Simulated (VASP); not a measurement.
Crystal: EuS.

```
CELL_PARAMETERS angstrom
4.21223 0.00000 0.00000
2.10612 3.64790 0.00000
2.10612 1.21597 3.43928
ATOMIC_POSITIONS crystal
Eu 0.00000 0.00000 0.00000
S 0.50000 0.50000 0.50000
```

Base run:

| Quantity | Value |
| --- | --- |
| Program | VASP 6.6.1 |
| Functional | PBE |
| Potentials or basis | VASP PAW PBE potentials, release 64 (Eu, S) |
| Cutoff | 600 eV |
| k mesh | 10 × 10 × 10 |
| Occupations | fermi-dirac, width 0.05 eV |
| Spin | collinear spin, ferromagnetic start |
| Starting moments | [4.9, 0.0] μB |
| Hubbard terms | Eu f U = 4.5 eV |

Its results: pressure 0.4 GPa; net moment 7.00 μB per cell; site moments Eu +6.70; S -0.07 μB.

**Question.** The run is repeated on the same cell with these changes: hubbard terms from Eu f U = 4.5 eV to Eu f U = 6.0 eV. What comes out?

**Answer.** Pressure 1.1 GPa; net moment 7.00 μB per cell; site moments Eu +6.72; S -0.06 μB.

Caveats: a cell with one magnetic atom can't hold antiferromagnetic order, which such compounds often take.
